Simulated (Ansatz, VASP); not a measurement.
One calculation of PdRu3Pt, two programs

```
Ru Pd Pt
1.0
     4.68448    0.00000    0.00000
     0.00000    4.68448    0.00000
     0.00000    0.00000    4.68448
Ru Pd Pt
3 1 1
Direct
  0.00000 0.50000 0.50000
  0.50000 0.50000 0.00000
  0.50000 0.00000 0.50000
  0.00000 0.00000 0.00000
  0.50000 0.50000 0.50000
```

Change from the starting cell: species swapped into the Mn3SnN type (Pm-3m, No. 221).

Alike in both runs: functional PBE; k mesh 4 × 4 × 4; occupations gaussian, width 0.1 eV; no spin polarisation.

Ansatz relaxed the structure, and its values are those at the end. VASP's run is a single point on that final structure, the one shown.

|  | VASP | Ansatz |
| --- | --- | --- |
| version | VASP 6.6.1 | Ansatz 0.2.0 |
| potentials or method | VASP PAW PBE potentials, release 64 (Ru_pv, Pd, Pt), cutoff 520 eV | scalar-relativistic, plane waves, PAW |
| valence electrons in the cell | 62 | 84 |

|  | VASP | Ansatz | Ansatz less VASP |
| --- | --- | --- | --- |
| gap on the k mesh at the Fermi level (eV) | none | none | - |
| pressure (GPa) | -0.1 | 0.0 | +0.11 |

A gap of «none» marks a metal or a gap that the smearing closes. The functional is the same, so the differences come from potentials, cutoffs and numerics. VASP's potentials hold 62 valence electrons a cell and Ansatz's 84, so a difference there can come from the potentials and not from the codes.

Spin-orbit coupling is off throughout.
